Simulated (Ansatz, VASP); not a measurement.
## LiBr: VASP beside Ansatz

```
CELL_PARAMETERS angstrom
0.00000 2.73957 2.73957
2.73957 0.00000 2.73957
2.73957 2.73957 0.00000
ATOMIC_POSITIONS crystal
Li 0.00000 0.00000 0.00000
Br 0.50000 0.50000 0.50000
```

Alike in both runs: task single point; functional r2SCAN; k mesh 8 × 8 × 8; no spin polarisation.

|  | VASP | Ansatz |
| --- | --- | --- |
| version | VASP 6.6.1 | Ansatz 0.2.0 |
| potentials or method | VASP PAW PBE potentials, release 64 (Li_sv, Br) | plane waves, PAW |
| plane-wave cutoff (eV) | 830 | 500 |
| occupations | gaussian, width 0.01 eV | fixed |
| valence electrons in the cell | 10 | 10 |

VASP gave:

- gap on the k mesh at the Fermi level (eV): 5.93
- pressure (GPa): -0.4

Question: Which values does Ansatz return?

Answer: gap on the k mesh at the Fermi level (eV): 5.88; pressure (GPa): 0.0.

VASP's potentials were made for PBE, not for r2SCAN.
